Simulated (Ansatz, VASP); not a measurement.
## GaCo: VASP beside Ansatz

```xyz
2
Lattice="2.8780 0.0000 0.0000 0.0000 2.8780 0.0000 0.0000 0.0000 2.8780" Properties=species:S:1:pos:R:3 pbc="T T T"
Ga    1.4390    1.4390    1.4390
Co    0.0000    0.0000    0.0000
```

Alike in both runs: task single point; functional PBE; k mesh 8 × 8 × 8; occupations fermi-dirac, width 0.05 eV; collinear spin; fixed moment 0.5 μB.

```csv
,VASP,Ansatz
version,VASP 6.6.1,Ansatz 0.2.0
potentials or method,"VASP PAW PBE potentials, release 64 (Ga_d, Co_sv)",Ansatz PAW
plane-wave cutoff (eV),690,420
valence electrons in the cell,30,30
```

```csv
,VASP,Ansatz,Ansatz less VASP
pressure (GPa),2.1,2.3,+0.19
net moment per atom (μB),0.25,0.25,0.000
size of the moment on the site where the two differ most (μB),0.53,0.54,+0.008
```

Site moments also hang on the region over which each program counts them.
